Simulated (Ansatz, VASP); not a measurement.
## One calculation of Mn, two programs

File INCAR:

```
  PREC = Accurate
  ENCUT = 600
  EDIFF = 1E-6
  ISMEAR = 0
  SIGMA = 0.1
  LREAL = F
  LASPH = T
  NELM = 60
  ALGO = Fast
  ISIF = 3
  LWAVE = F
  LCHARG = F
  GGA = PE
  IVDW = 12
  IBRION = 2
  NSW = 100
  EDIFFG = -0.005
```

File KPOINTS:

```
regular mesh
0
Gamma
  21 21 10
```

File POSCAR:

```
Mn
1.0
    2.4836457705      0.0000000000      0.0000000000
   -1.2418228852      2.1509003313      0.0000000000
    0.0000000000      0.0000000000      4.0261950000
Mn
2
Direct
    0.6666666700      0.3333333300      0.7500000000
    0.3333333300      0.6666666700      0.2500000000
```

Input for Ansatz:

```yaml
crystal:
  lattice:
    - [2.4836457705, 0.0, 0.0]
    - [-1.2418228852, 2.1509003313, 0.0]
    - [0.0, 0.0, 4.026195]
  atoms:
    - { symbol: Mn, position: [0.66666667, 0.33333333, 0.75] }
    - { symbol: Mn, position: [0.33333333, 0.66666667, 0.25] }
basis:
  ecutwfc: 420
kpoints:
  mp_grid: { grid: [21, 21, 10] }
hamiltonian:
  xc: pbe
  dispersion: d3bj
scf:
  occupations: { method: gaussian, width: 0.1 }
output:
  forces: true
  stress: true
  eigenvalues: true
relax:
  adjacent_minimum: "off"
  f_tol: 0.005
  max_steps: 80
  cell: { stress_tol: 0.05 }
```

Alike in both runs: task relaxation of cell and atoms; functional PBE; dispersion D3(BJ); k mesh 21 × 21 × 10; occupations gaussian, width 0.1 eV; no spin polarisation.

|  | VASP | Ansatz |
| --- | --- | --- |
| version | VASP 6.6.1 | Ansatz 0.2.0 |
| potentials or method | VASP PAW PBE potentials, release 64 (Mn_pv), cutoff 600 eV | scalar-relativistic, plane waves, PAW |
| valence electrons in the cell | 26 | 30 |

|  | VASP | Ansatz | Ansatz less VASP |
| --- | --- | --- | --- |
| gap on the k mesh at the Fermi level, each at its own relaxed structure (eV) | none | none | - |
| relaxed volume (Å³/atom) | 10.48 | 10.49 | +0.003 |
| relaxed cell length with the largest relative difference (Å) | 3.985 | 3.988 | +0.0021 |

A gap of «none» marks a metal or a gap that the smearing closes. VASP's potentials hold 26 valence electrons a cell and Ansatz's 30, so a difference there can come from the potentials and not from the codes.
